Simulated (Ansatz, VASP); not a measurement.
# Sb: VASP beside Ansatz

```
CELL_PARAMETERS angstrom
5.63369 0.00000 0.00000
-2.81685 4.87892 0.00000
0.00000 0.00000 3.32926
ATOMIC_POSITIONS crystal
Sb 0.00000 0.00000 0.00000
Sb 0.33333 0.66667 0.50000
Sb 0.66667 0.33333 0.50000
```

Alike in both runs: functional BLYP; k mesh 7 × 7 × 10; occupations fermi-dirac, width 0.1 eV; no spin polarisation.

Ansatz relaxed the structure, and its values are those at the end. VASP's run is a single point on that final structure, the one shown.

```csv
,VASP,Ansatz
version,VASP 6.6.1,Ansatz 0.2.0
potentials or method,"VASP PAW PBE potentials, release 64 (Sb), cutoff 520 eV","plane waves (420 eV) with PAW, scalar-relativistic"
valence electrons in the cell,15,45
```

```tsv
	VASP	Ansatz	Ansatz less VASP
pressure (GPa)	0.1	0.0	-0.12
```

VASP's potentials were made for PBE, not for BLYP. VASP's potentials hold 15 valence electrons a cell and Ansatz's 45, so a difference there can come from the potentials and not from the codes.

Spin-orbit coupling is off throughout.
